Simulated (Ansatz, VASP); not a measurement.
BaTiO3: VASP beside Ansatz

```
Ba Ti O
1.0
     4.00600    0.00000    0.00000
     0.00000    4.00600    0.00000
     0.00000    0.00000    4.04606
Ba Ti O
1 1 3
Direct
  0.50000 0.50000 0.50000
  0.00000 0.00000 0.00000
  0.50000 0.00000 0.00000
  0.00000 0.50000 0.00000
  0.00000 0.00000 0.50000
```

Change from the starting cell: z stretched by +1 %, ions relaxed.

Alike in both runs: functional PBE; k mesh 8 × 8 × 8; occupations fermi-dirac, width 0.02 eV; no spin polarisation.

Ansatz relaxed the structure, and its values are those at the end. VASP's run is a single point on that final structure, the one shown.

```csv
,VASP,Ansatz
version,VASP 6.6.1,Ansatz 0.2.0
potentials or method,"VASP PAW PBE potentials, release 64 (Ba_sv, Ti_sv, O)","plane-wave PAW, scalar-relativistic"
plane-wave cutoff (eV),520,420
valence electrons in the cell,40,40
```

```csv
,VASP,Ansatz,Ansatz less VASP
gap on the k mesh at the Fermi level (eV),1.70,1.76,+0.063
pressure (GPa),1.7,0.0,-1.72
```

Ansatz's warnings: stress scf threshold loose.

Spin-orbit coupling is off throughout.
